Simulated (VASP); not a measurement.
The system is LiF.

```
Li F
1.0
     0.00000    1.91508    2.05535
     1.91508    0.00000    2.05535
     1.91508    1.91508    0.00000
Li F
1 1
Direct
  0.00000 0.00000 0.00000
  0.50000 0.50000 0.50000
```

This cell differs from its parent crystal: epitaxial xy strain -4.0%.

Base run:

```yaml
Program: VASP 6.6.1
Functional: PBE
Potentials_or_basis: VASP PAW PBE potentials, release 64 (Li_sv, F)
Cutoff: 520 eV
k_mesh: 10 × 10 × 10
Occupations: fermi-dirac, width 0.02 eV
Spin: no spin polarisation
```

Its results: band gap on the k mesh 9.73 eV, direct.

The run is repeated on the same cell with these changes: functional from PBE to r2SCAN; occupations from fermi-dirac, width 0.02 eV to gaussian, width 0.01 eV. What comes out?

Band gap on the k mesh 10.96 eV, direct.

A k mesh can miss the band edges.
